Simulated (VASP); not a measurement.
Set up this calculation in VASP 6.6.1, as the native input.

```
Task                   : single point
Functional             : LDA
Potentials or basis    : VASP PAW LDA potentials, release 64 (Ge_d)
Cutoff                 : 520 eV
k mesh                 : 12 × 12 × 12
Occupations            : gaussian, width 0.1 eV
Spin                   : no spin polarisation
Dipole correction      : no
Further INCAR settings : ALGO = Normal; EDIFF = 1e-06; NBANDS = 21
```

The structure of Ge lies in POSCAR:

```
Ge
1.0
    0.0000000000      2.8389684436      2.7893365386
    2.8389684436      0.0000000000      2.7893365386
    2.8389684436      2.8389684436      0.0000000000
Ge
2
Direct
    0.0000000000      0.0000000000      0.0000000000
    0.2500000000      0.2500000000      0.2500000000
```

This cell differs from its parent crystal: strained cell.

These files were run (other wordings do the same):

INCAR

```
SYSTEM = Ge
PREC = Accurate
ENCUT = 520
EDIFF = 1E-6
ISMEAR = 0
SIGMA = 0.1
LREAL = .False.
LASPH = .True.
NELM = 100
ALGO = Normal
ISIF = 2
LWAVE = .False.
LCHARG = .False.
GGA = CA
NBANDS = 21
```

KPOINTS

```
Automatic mesh
0
Gamma
  12 12 12
  0 0 0
```

Potentials or basis: VASP PAW LDA potentials, release 64 (Ge_d).

The run is started by

```console
$ cat potpaw_LDA.64/Ge_d/POTCAR > POTCAR
$ mpirun -np 1 vasp_std > vasp.out
```

It gave:

* Pressure: -0.7 GPa
* Band gap on the k mesh: 0.13 eV, indirect (least direct gap 0.13 eV)

Caveat: the cell differs from its parent crystal (strained cell).

It took 99 s on 1 thread of Intel(R) Xeon(R) Platinum 8488C (Sapphire Rapids) (shared host), peak memory 0.23 GiB.
